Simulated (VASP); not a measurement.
# Ta3N (P-3m1) in VASP: a series of runs

Ta3N is run at these levels: PBEsol+U, PBE+U, r2SCAN; tasks: single point.

Everything below comes from runs of VASP 6.6.1. Logs are shortened: lines on timing, memory, paths and dates and some standing lists are left out, and cuts for length are marked.

## Step 1: The cell of the first run

It takes space group P-3m1 (No. 164, trigonal). The conventional cell has a = 2.996 Å, b = 2.996 Å, c = 7.662 Å, α = 90.00°, β = 90.00°, γ = 120.00°. Ta (site symmetry 3m) has 3 N at 2.18 Å within 2.9 Å. Within 3.9 Å of Ta (site symmetry -3m) lie 12 Ta at 3.00 to 3.04 Å and 2 N at 3.83 Å. Within 2.9 Å of N (site symmetry -3m) lie 6 Ta at 2.18 Å.

## Step 2: Single point, PBEsol+U

File INCAR:

```
SYSTEM = Ta3N
PREC = Accurate
ENCUT = 600
EDIFF = 1E-6
ISMEAR = -1
SIGMA = 0.05
LREAL = .False.
LASPH = .True.
NELM = 200
ALGO = Normal
ISIF = 2
LWAVE = .False.
LCHARG = .True.
LMAXMIX = 4
LDAU = .True.
LDAUTYPE = 2
LDAUL = 2 -1
LDAUU = 6 0
LDAUJ = 0 0
LDAUPRINT = 1
GGA = PS
LELF = .True.
LVHAR = .True.
NBANDS = 30
GGA_COMPAT = .False.
```

File KPOINTS:

```
Automatic mesh
0
Gamma
  10 10 4
  0 0 0
```

File POSCAR:

```
Ta3N
1.0
    2.9959233389      0.0000000000      0.0000000000
   -1.4979616695      2.5945457193      0.0000000000
    0.0000000000      0.0000000000      7.6615764974
Ta N
3 1
Direct
    0.6666666667      0.3333333333      0.8261746816
    0.3333333333      0.6666666667      0.1738253184
    0.0000000000      0.0000000000      0.5000000000
    0.0000000000      0.0000000000      0.0000000000
```

Potentials or basis: VASP PAW PBE potentials, release 64 (Ta_sv_GW, N).

The run is started by

```console
$ cat potpaw_PBE.64/Ta_sv_GW/POTCAR potpaw_PBE.64/N/POTCAR > POTCAR
$ mpirun -np 1 vasp_std > vasp.out
```

OUTCAR:

```text
SYSTEM = Ta3N
   PREC = Accurate
   ENCUT = 600
   EDIFF = 1E-6
   ISMEAR = -1
   LREAL = .False.
   LASPH = .True.
   NELM = 200
   ISIF = 2
   GGA = PS

 ion  position               nearest neighbor table
   1  0.667  0.333  0.826-   4 2.18   4 2.18   4 2.18   3 3.04   3 3.04   3 3.04   2 3.18   2 3.18
                             2 3.18
   2  0.333  0.667  0.174-   4 2.18   4 2.18   4 2.18   3 3.04   3 3.04   3 3.04   1 3.18   1 3.18
                             1 3.18
   3  0.000  0.000  0.500-   1 3.04   2 3.04   1 3.04   2 3.04   1 3.04   2 3.04
   4  0.000  0.000  0.000-   1 2.18   2 2.18   1 2.18   2 2.18   1 2.18   2 2.18

  LATTYP: Found a hexagonal cell.
 ALAT       =     2.9959233389
 C/A-ratio  =     2.5573339604

  Lattice vectors:

 A1 = (   2.9959233389,   0.0000000000,   0.0000000000)
 A2 = (  -1.4979616695,   2.5945457193,   0.0000000000)
 A3 = (   0.0000000000,   0.0000000000,   7.6615764974)

Analysis of symmetry for initial positions (statically):
=====================================================================
 Subroutine PRICEL returns:
 Original cell was already a primitive cell.

 Routine SETGRP: Setting up the symmetry group for a
 hexagonal supercell.

 Subroutine GETGRP returns: Found 12 space group operations
 (whereof 12 operations were pure point group operations)
 out of a pool of 24 trial point group operations.

The static configuration has the point symmetry D_3d.

Analysis of symmetry for dynamics (positions and initial velocities):
=====================================================================
 Subroutine PRICEL returns:
 Original cell was already a primitive cell.

 Routine SETGRP: Setting up the symmetry group for a
 hexagonal supercell.

 Subroutine GETGRP returns: Found 12 space group operations
 (whereof 12 operations were pure point group operations)
 out of a pool of 24 trial point group operations.

The dynamic configuration has the point symmetry D_3d.

 Subroutine INISYM returns: Found 12 space group operations
 (whereof 12 operations are pure point group operations),
 and found     1 'primitive' translations

----------------------------------------------------------------------------------------

                                     Primitive cell

  volume of cell :      59.5539

  direct lattice vectors                    reciprocal lattice vectors
     2.995923339  0.000000000  0.000000000     0.333786912  0.192711964  0.000000000
    -1.497961669  2.594545719  0.000000000     0.000000000  0.385423927  0.000000000
     0.000000000  0.000000000  7.661576497     0.000000000  0.000000000  0.130521440

  length of vectors
     2.995923339  2.995923339  7.661576497     0.385423927  0.385423927  0.130521440

  position of ions in fractional coordinates (direct lattice)
     0.666666667  0.333333333  0.826174682
     0.333333333  0.666666667  0.173825318
     0.000000000  0.000000000  0.500000000
     0.000000000  0.000000000  0.000000000

  ion indices of the primitive-cell ions
   primitive index   ion index
                 1           1
                 2           2
                 3           3
                 4           4

----------------------------------------------------------------------------------------

 KPOINTS: Automatic mesh

Automatic generation of k-mesh.
 Grid dimensions read from file:
 generate k-points for:   10   10    4

 Generating k-lattice:

  Cartesian coordinates                     Fractional coordinates (reciprocal lattice)
     0.033378691  0.019271196  0.000000000     0.100000000  0.000000000  0.000000000
     0.000000000  0.038542393  0.000000000     0.000000000  0.100000000  0.000000000
     0.000000000  0.000000000  0.032630360     0.000000000  0.000000000  0.250000000

  Length of vectors
     0.038542393  0.038542393  0.032630360

  Shift w.r.t. Gamma in fractional coordinates (k-lattice)
     0.000000000  0.000000000  0.000000000

 Subroutine IBZKPT returns following result:
 ===========================================

 Found     50 irreducible k-points:

 Following reciprocal coordinates:
            Coordinates               Weight
  0.000000  0.000000  0.000000      1.000000
  0.100000  0.000000  0.000000      6.000000
  0.200000  0.000000  0.000000      6.000000
  0.300000  0.000000  0.000000      6.000000
  0.400000  0.000000  0.000000      6.000000
  0.500000  0.000000  0.000000      3.000000
[... 16 lines left out ...]
  0.000000  0.400000  0.250000      6.000000
  0.500000  0.000000  0.250000      6.000000
 [... further k-points ...]
   k-points           NKPTS =     50   k-points in BZ     NKDIM =     50   number of bands    NBANDS=     30
   number of dos      NEDOS =    301   number of ions     NIONS =      4
   total plane-waves  NPLWV =  36864
   dimension x,y,z NGX =    24 NGY =   24 NGZ =   64
   dimension x,y,z NGXF=    48 NGYF=   48 NGZF=  128
   ions per type =               3   1
   NGX,Y,Z   is equivalent  to a cutoff of  13.32, 13.32, 13.89 a.u.
   NGXF,Y,Z  is equivalent  to a cutoff of  26.64, 26.64, 27.77 a.u.
 SYSTEM =  Ta3N
   PREC   = accura    normal or accurate (medium, high low for compatibility)
   ISTART =      0    job   : 0-new  1-cont  2-samecut
   ICHARG =      2    charge: 1-file 2-atom 10-const
   ISPIN  =      1    spin polarized calculation?
   LNONCOLLINEAR =      F non collinear calculations
   LSORBIT =      F    spin-orbit coupling
   LASPH  =      T    aspherical Exc in radial PAW
   ENCUT  =  600.0 eV  44.10 Ry    6.64 a.u.   5.98  5.98 15.30*2*pi/ulx,y,z
   NELM   =    200;   NELMIN=  2; NELMDL= -5     # of ELM steps
   EDIFF  = 0.1E-05   stopping-criterion for ELM
   LREAL  =      F    real-space projection
   EDIFFG = 0.1E-04   stopping-criterion for IOM
   NSW    =      0    number of steps for IOM
   IBRION =     -1    ionic relax: 0-MD 1-quasi-New 2-CG
   NFREE  =      0    steps in history (QN), initial steepest desc. (CG)
   ISIF   =      2    stress and relaxation
   ISYM   =      2    0-nonsym 1-usesym 2-fastsym
   POTIM  = 0.5000    time-step for ionic-motion
   TEBEG  =    0.0;   TEEND  =   0.0 temperature during run
   PSTRESS=    0.0 pullay stress
   NELECT =      44.0000    total number of electrons
   NUPDOWN=      -1.0000    fix difference up-down
   EMIN   =  10.00;   EMAX   =-10.00  energy-range for DOS
   EFERMI =   0.00;   METHOD = LEGACY
   ISMEAR =    -1;   SIGMA  =   0.05  broadening in eV -4-tet -1-fermi 0-gaus
   EFERMI_NEDOS =   21; number of points for ismear=-14 and -15
   IALGO  =     38    algorithm
   IMIX   =      4    mixing-type and parameters
     AMIX     =   0.40;   BMIX     =  1.00
     AMIX_MAG =   1.60;   BMIX_MAG =  1.00
  volume/ion in A,a.u.               =      14.89       100.47
  Fermi-wavevector in a.u.,A,eV,Ry     =   1.479979  2.796756 29.801371  2.190339
  Thomas-Fermi vector in A             =   2.594070
   LORBIT       =      0    0 simple, 1 ext, 2 COOP (PROOUT), +10 PAW based schemes
 LDA+U is selected, type is set to LDAUTYPE =  2
   angular momentum for each species LDAUL =     2   -1
   U (eV)           for each species LDAUU =   6.0  0.0
   J (eV)           for each species LDAUJ =   0.0  0.0
   GGA     = PS    functional components
   LHFCALC =     F    Hartree Fock is set to
   AEXX    =    0.0000 exact exchange contribution
   IVDW    =     0    specifies the selected vdW correction
   LEPSILON=     F    determine dielectric tensor
   LRPA    =     F    only Hartree local field effects (RPA)
 non-spin polarized calculation
  energy-cutoff  :      600.00
  volume of cell :       59.55
 maximum number of plane-waves:      2012
   NGX = 11   NGY = 11   NGZ = 31

atom =   1  type =  1  l = 2

 onsite density matrix

spin component  1

  0.2153  0.0000  0.0000  0.0098  0.0000
  0.0000  0.1922  0.0000 -0.0000  0.0098
  0.0000  0.0000  0.2436  0.0000  0.0000
  0.0098 -0.0000  0.0000  0.1922 -0.0000
  0.0000  0.0098  0.0000 -0.0000  0.2153
[... 77 lines left out ...]
  o =  0.1270  v = -0.4277  0.4703  0.0000  0.7195 -0.2796  0.0000  0.0000  0.0000  0.0000  0.0000      0.0000  0.0000  0.0000  0.0000  0.0000  0.0000  0.0000  0.0000  0.0000  0.0000
  o =  0.1270  v =  0.0000  0.0000  0.0000  0.0000  0.0000 -0.4277  0.4703  0.0000  0.7195 -0.2796      0.0000  0.0000  0.0000  0.0000  0.0000  0.0000  0.0000  0.0000  0.0000  0.0000
  o =  0.1270  v = -0.2796 -0.7195  0.0000  0.4703  0.4277  0.0000  0.0000  0.0000  0.0000  0.0000      0.0000  0.0000  0.0000  0.0000  0.0000  0.0000  0.0000  0.0000  0.0000  0.0000
  o =  0.1270  v =  0.0000  0.0000  0.0000  0.0000  0.0000 -0.2796 -0.7195  0.0000  0.4703  0.4277      0.0000  0.0000  0.0000  0.0000  0.0000  0.0000  0.0000  0.0000  0.0000  0.0000
  o =  0.2215  v =  0.0000  0.0000  0.0000  0.0000  0.0000  0.7195  0.2796 -0.0000  0.4277  0.4703      0.0000  0.0000  0.0000  0.0000  0.0000  0.0000  0.0000  0.0000  0.0000  0.0000
  o =  0.2215  v =  0.7195  0.2796 -0.0000  0.4277  0.4703  0.0000  0.0000  0.0000  0.0000  0.0000      0.0000  0.0000  0.0000  0.0000  0.0000  0.0000  0.0000  0.0000  0.0000  0.0000
  o =  0.2215  v =  0.0000  0.0000  0.0000  0.0000  0.0000  0.4703 -0.4277 -0.0000  0.2796 -0.7195      0.0000  0.0000  0.0000  0.0000  0.0000  0.0000  0.0000  0.0000  0.0000  0.0000
  o =  0.2215  v =  0.4703 -0.4277 -0.0000  0.2796 -0.7195  0.0000  0.0000  0.0000  0.0000  0.0000      0.0000  0.0000  0.0000  0.0000  0.0000  0.0000  0.0000  0.0000  0.0000  0.0000
  o =  0.2802  v =  0.0000  0.0000  1.0000  0.0000  0.0000  0.0000  0.0000  0.0000  0.0000  0.0000      0.0000  0.0000  0.0000  0.0000  0.0000  0.0000  0.0000  0.0000  0.0000  0.0000
  o =  0.2802  v =  0.0000  0.0000  0.0000  0.0000  0.0000  0.0000  0.0000  1.0000  0.0000  0.0000      0.0000  0.0000  0.0000  0.0000  0.0000  0.0000  0.0000  0.0000  0.0000  0.0000

 number of electron      43.9999995 magnetization

 Free energy of the ion-electron system (eV)
  ---------------------------------------------------
  ext. energy  EPLUGINS =         0.00000000
  ---------------------------------------------------
  free energy    TOTEN  =       -40.62278156 eV

  energy without entropy =      -40.59777849  energy(sigma->0) =      -40.61028002

 E-fermi :  11.9453     XC(G=0): -13.2673

 val. band max:       11.8989316115   @ k =   0.5000   0.0000   0.2500
 cond. band min:      11.9462205217   @ k =   0.2000   0.0000   0.2500
 fundamental gap:      0.0472889102
 Fermi energy:        11.9452552115

 k-point     1 :       0.0000    0.0000    0.0000
  band No.  band energies     occupation
      1     -57.7198      2.00000
      2     -57.6966      2.00000
      3     -57.2111      2.00000
      4     -24.4249      2.00000
      5     -24.1561      2.00000
      6     -23.7962      2.00000
[... 781 lines left out ...]
     29      17.4357      0.00000
     30      17.6421      0.00000

 [... further k-points ...]
[... 5 lines left out ...]
  --------------------------------------------------------------------------------------
  -------------------------------------------------------------------------------------
  Total        5.3058594      5.3058594      4.0840132     -0.0000000     -0.0000000      0.0000000
  in kB      142.7434370    142.7434370    109.8721324     -0.0000000     -0.0000000      0.0000000
  external PRESSURE =     131.7863355 kB  Pullay stress =       0.0000000 kB

 VOLUME and BASIS-vectors are now :
 -----------------------------------------------------------------------------
  energy-cutoff  :      600.00
  volume of cell :       59.55
      direct lattice vectors                 reciprocal lattice vectors
     2.995923339  0.000000000  0.000000000     0.333786912  0.192711964  0.000000000
    -1.497961669  2.594545719  0.000000000     0.000000000  0.385423927  0.000000000
     0.000000000  0.000000000  7.661576497     0.000000000  0.000000000  0.130521440

 POSITION                                       TOTAL-FORCE (eV/Angst)
 -----------------------------------------------------------------------------------
      1.49796      0.86485      6.32980         0.000000      0.000000     -0.609816
     -0.00000      1.72970      1.33178        -0.000000      0.000000      0.609816
      0.00000      0.00000      3.83079         0.000000      0.000000      0.000000
      0.00000      0.00000      0.00000         0.000000      0.000000      0.000000
 -----------------------------------------------------------------------------------
    total drift:                               -0.000000      0.000000      0.000000

  FREE ENERGIE OF THE ION-ELECTRON SYSTEM (eV)
  ---------------------------------------------------
  free  energy   TOTEN  =       -40.6227815581 eV

  energy  without entropy=      -40.5977784900  energy(sigma->0) =      -40.61028002
```

It took 2.2 min on 1 thread of AMD EPYC 9R45 (Zen 5), shared host; peak memory 0.2 GiB.

Results:

```yaml
Free_energy: -40.6228 eV
Pressure: 13.2 GPa
Largest_force: 0.610 eV/Å
Band_gap_on_the_k_mesh: zero (band 22 reaches 12.25 eV, above the bottom of band 23 at 11.67 eV)
```

Forces on the atoms (eV/Å):
```
Ta   0.000  0.000 -0.610
Ta   0.000  0.000  0.610
Ta   0.000  0.000  0.000
N    0.000  0.000  0.000
```

Stress tensor (GPa, compression positive):
```
14.27  0.00  0.00
 0.00 14.27  0.00
 0.00  0.00 10.99
```

Eigenvalues of the final occupation matrices:
```csv
site,spin,trace,eigenvalues
site 1 d,1,1.06,0.19 0.19 0.22 0.22 0.24
site 1 d,2,1.06,0.19 0.19 0.22 0.22 0.24
site 2 d,1,1.06,0.19 0.19 0.22 0.22 0.24
site 2 d,2,1.06,0.19 0.19 0.22 0.22 0.24
site 3 d,1,0.98,0.13 0.13 0.22 0.22 0.28
site 3 d,2,0.98,0.13 0.13 0.22 0.22 0.28
```

Caveat: the PAW data sets were made with another functional, which shifts forces and pressure a little; spin-orbit coupling is left out, which moves the levels of the heavy elements; U without spin polarisation on a metal has little footing.

## Step 3: Single point, PBE+U

This run uses another cell than the first one, of 14.98 Å³/atom, 1.006 times its volume.

File INCAR:

```
PREC = Accurate
ENCUT = 520
EDIFF = 1E-6
ISMEAR = -1
SIGMA = 0.05
LREAL = F
LASPH = T
NELM = 150
ALGO = Normal
ISIF = 2
LWAVE = F
LCHARG = T
LMAXMIX = 4
LDAU = T
LDAUTYPE = 2
LDAUL = 2 -1
LDAUU = 1 0
LDAUJ = 0 0
LDAUPRINT = 1
GGA = PE
LELF = T
LVHAR = T
NBANDS = 27
```

File KPOINTS:

```
regular mesh
0
Gamma
  10 10 4
```

File POSCAR:

```
Ta3N
1.0
    3.0322239879      0.0000000000      0.0000000000
   -1.5161119940      2.6259830035      0.0000000000
    0.0000000000      0.0000000000      7.5241370000
Ta N
3 1
Direct
    0.6666666667      0.3333333333      0.8260700000
    0.3333333333      0.6666666667      0.1739300000
    0.0000000000      0.0000000000      0.5000000000
    0.0000000000      0.0000000000      0.0000000000
```

Potentials or basis: VASP PAW PBE potentials, release 64 (Ta_pv, N).

The run is started by

```console
$ cat potpaw_PBE.64/Ta_pv/POTCAR potpaw_PBE.64/N/POTCAR > POTCAR
$ mpirun -np 1 vasp_std > vasp.out
```

It took 2.6 min on 1 thread of Intel Xeon 8259CL, shared host; peak memory 0.21 GiB.

It converged, with:

```
Free energy            : -42.9577 eV
Pressure               : 2.4 GPa
Largest force          : 0.013 eV/Å
Band gap on the k mesh : zero (band 19 reaches 7.10 eV, above the bottom of band 20 at 6.52 eV)
```

Forces in eV/Å, atoms in the order of the input:
```
Ta   0.000  0.000 -0.013
Ta   0.000  0.000  0.013
Ta   0.000  0.000  0.000
N    0.000  0.000  0.000
```

Stress tensor (GPa, compression positive):
```
2.10 0.00 0.00
0.00 2.10 0.00
0.00 0.00 3.11
```

Levels at points of the mesh, in eV from the Fermi level:
| k point | band 16 | band 17 | band 18 | band 19 | band 20 | band 21 | band 22 | band 23 |
| --- | --- | --- | --- | --- | --- | --- | --- | --- |
| (0.00, 0.00, 0.00) | -1.51 | -0.44 | -0.44 | -0.31 | 0.31 | 0.31 | 0.91 | 1.87 |
| (0.50, 0.00, 0.00) | -3.14 | -1.27 | -0.52 | 0.14 | 0.74 | 0.79 | 3.50 | 4.04 |
| (0.00, 0.00, 0.50) | -1.30 | -1.15 | -0.23 | -0.23 | 0.56 | 0.56 | 1.20 | 1.31 |
| (0.50, 0.00, 0.50) | -2.92 | -1.42 | -1.27 | 0.08 | 0.92 | 1.28 | 2.45 | 4.40 |

Eigenvalues of the final occupation matrices:
| site | spin | trace | eigenvalues |
| --- | --- | --- | --- |
| site 1 d | 1 | 1.19 | 0.22 0.22 0.25 0.25 0.26 |
| site 1 d | 2 | 1.19 | 0.22 0.22 0.25 0.25 0.26 |
| site 2 d | 1 | 1.19 | 0.22 0.22 0.25 0.25 0.26 |
| site 2 d | 2 | 1.19 | 0.22 0.22 0.25 0.25 0.26 |
| site 3 d | 1 | 1.10 | 0.16 0.16 0.25 0.25 0.28 |
| site 3 d | 2 | 1.10 | 0.16 0.16 0.25 0.25 0.28 |

Caveat: spin-orbit coupling is left out, which moves the levels of the heavy elements; U without spin polarisation on a metal has little footing.

## Step 4: Single point, PBE+U

This run uses another cell than the first one, of 14.98 Å³/atom, 1.006 times its volume.

File INCAR:

```
SYSTEM = Ta3N
ALGO = Normal ; EDIFF = 1E-6
ENCUT = 520 ; GGA = PE
ISIF = 2 ; ISMEAR = -1
LASPH = .True. ; LCHARG = .False.
LDAU = .True. ; LDAUJ = 0 0
LDAUL = 2 -1 ; LDAUPRINT = 1
LDAUTYPE = 2 ; LDAUU = 6 0
LMAXMIX = 4 ; LREAL = .False.
LWAVE = .False. ; NBANDS = 27
NELM = 150 ; PREC = Accurate
SIGMA = 0.05
```

File KPOINTS:

```
k-points
0
Gamma
  10 10 4
  0 0 0
```

POSCAR is that of step 3.

The run is started by

```console
$ cat potpaw_PBE.64/Ta_pv/POTCAR potpaw_PBE.64/N/POTCAR > POTCAR
$ mpirun -np 1 vasp_std > vasp.out
```

Wall time 2.6 min (1 thread of Intel Xeon 8259CL, shared host); peak memory 0.21 GiB.

The run converged. Its results:

```
Free energy            : -30.1329 eV
Pressure               : 18.5 GPa
Largest force          : 0.563 eV/Å
Band gap on the k mesh : zero (band 19 reaches 7.73 eV, above the bottom of band 20 at 7.26 eV)
```

Forces in eV/Å, atoms in the order of the input:
```
Ta   0.000  0.000 -0.563
Ta   0.000  0.000  0.563
Ta   0.000  0.000  0.000
N    0.000  0.000  0.000
```

Stress tensor (GPa, compression positive):
```
17.42  0.00  0.00
 0.00 17.42  0.00
 0.00  0.00 20.65
```

Levels at points of the mesh, in eV from the Fermi level:
```tsv
k point	band 15	band 16	band 17	band 18	band 19	band 20	band 21	band 22	band 23	band 24
(0.00, 0.00, 0.00)	-3.89	-2.09	-0.30	-0.26	-0.26	0.53	0.53	0.81	2.04	2.04
(0.50, 0.00, 0.00)	-3.90	-3.22	-1.70	-0.60	-0.02	0.41	1.04	3.61	4.20	4.80
(0.00, 0.00, 0.50)	-4.45	-1.55	-1.25	-0.06	-0.06	0.74	0.74	1.13	1.58	1.58
(0.50, 0.00, 0.50)	-3.87	-2.98	-1.87	-1.35	-0.31	0.88	1.51	2.72	4.52	4.65
```

Eigenvalues of the final occupation matrices:
| site | spin | trace | eigenvalues |
| --- | --- | --- | --- |
| site 1 d | 1 | 1.08 | 0.20 0.20 0.22 0.22 0.24 |
| site 1 d | 2 | 1.08 | 0.20 0.20 0.22 0.22 0.24 |
| site 2 d | 1 | 1.08 | 0.20 0.20 0.22 0.22 0.24 |
| site 2 d | 2 | 1.08 | 0.20 0.20 0.22 0.22 0.24 |
| site 3 d | 1 | 0.99 | 0.13 0.13 0.23 0.23 0.28 |
| site 3 d | 2 | 0.99 | 0.13 0.13 0.23 0.23 0.28 |

Caveat: spin-orbit coupling is left out, which moves the levels of the heavy elements; U without spin polarisation on a metal has little footing.

(Part 1 of 2 ends here.)
